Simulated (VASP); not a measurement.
Input of a VASP 6.6.1 run:

Contents of INCAR:

```
SYSTEM = PbO
PREC = Accurate ; ENCUT = 520
EDIFF = 1E-7 ; ISMEAR = -1
SIGMA = 0.02 ; LREAL = .False.
LASPH = .True. ; NELM = 100
ALGO = Normal ; ISIF = 2
LWAVE = .False. ; LCHARG = .False.
GGA = PE ; IVDW = 13
NBANDS = 28
```

KPOINTS

```
regular mesh
0
Gamma
  6 6 6
  0 0 0
```

File POSCAR:

```
PbO
1.0
    4.0349047976      0.0000000000      0.0000000000
    0.0000000000      4.0349047976      0.0000000000
    0.0000000000      0.0000000000      4.9640924767
Pb O
2 2
Direct
    0.0000000000      0.5000000000      0.2390444776
    0.5000000000      0.0000000000      0.7609555224
    0.0000000000      0.0000000000      0.0000000000
    0.5000000000      0.5000000000      0.0000000000
```

Potentials or basis: VASP PAW PBE potentials, release 64 (Pb_d, O).

Launch:

```console
$ cat potpaw_PBE.64/Pb_d/POTCAR potpaw_PBE.64/O/POTCAR > POTCAR
$ mpirun -np 1 vasp_std > vasp.out
```

(1) Estimate the largest force.

(2) Predict the dispersion energy per atom.

Results:

(1) 0.041 eV/Å.

(2) -0.274 eV.
